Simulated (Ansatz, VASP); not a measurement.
# C in VASP and in Ansatz

File INCAR:

```
SYSTEM = C
PREC = Accurate ; ENCUT = 520
EDIFF = 1E-6 ; ISMEAR = 0
SIGMA = 0.05 ; LREAL = .FALSE.
LASPH = .TRUE. ; NELM = 80
ALGO = Normal ; ISIF = 2
LWAVE = .FALSE. ; LCHARG = .FALSE.
GGA = PE ; IVDW = 12
NBANDS = 11
```

Contents of KPOINTS:

```
Automatic mesh
0
G
  15 15 15
  0 0 0
```

Contents of POSCAR:

```
C
1.0
    1.2324984681      0.7115833223      3.3613878357
   -1.2324984681      0.7115833223      3.3613878357
    0.0000000000     -1.4231666447      3.3613878357
C
2
Direct
    0.1595690011      0.1595690011      0.1806487531
    0.8404309989      0.8404309989      0.8193512469
```

Input for Ansatz:

```yaml
crystal:
  lattice:
    - [1.2324984681, 0.7115833223, 3.3613878357]
    - [-1.2324984681, 0.7115833223, 3.3613878357]
    - [0.0, -1.4231666447, 3.3613878357]
  atoms:
    - { symbol: C, position: [0.1595690011, 0.1595690011, 0.1806487531] }
    - { symbol: C, position: [0.8404309989, 0.8404309989, 0.8193512469] }
basis:
  ecutwfc: 520.0
kpoints:
  mp_grid: { grid: [15, 15, 15] }
hamiltonian:
  xc: pbe
  dispersion: d3bj
scf:
  occupations: { method: gaussian, width: 0.05 }
output:
  forces: true
  stress: true
  eigenvalues: true
  write_density: true
  write_potential: true
  elf: true
  volumetric_format: npy
```

Change from the starting cell: mode 4 frozen in at +0.000 Å and mode 6 at -0.030 Å (largest displacements).

Alike in both runs: task single point; functional PBE; dispersion D3(BJ); k mesh 15 × 15 × 15; occupations gaussian, width 0.05 eV; no spin polarisation.

|  | VASP | Ansatz |
| --- | --- | --- |
| version | VASP 6.6.1 | Ansatz 0.2.0 |
| potentials or method | VASP PAW PBE potentials, release 64 (C), cutoff 520 eV | scalar-relativistic, plane waves, PAW |
| valence electrons in the cell | 8 | 8 |

Ansatz gave:

- gap on the k mesh at the Fermi level (eV): 0.22
- least direct gap on the mesh (eV): 0.22
- pressure (GPa): 1.8
- traceless stress, the component that is largest in VASP (GPa): 7.38
- rms of the force components (eV/Å): 1.988

Question: Estimate VASP's values.

Answer: gap on the k mesh at the Fermi level (eV): 0.22; least direct gap on the mesh (eV): 0.22; pressure (GPa): 2.2; traceless stress, the component that is largest in VASP (GPa): 7.74; rms of the force components (eV/Å): 1.991.

Atom by atom the forces differ by 0.004 eV/Å (rms over components).
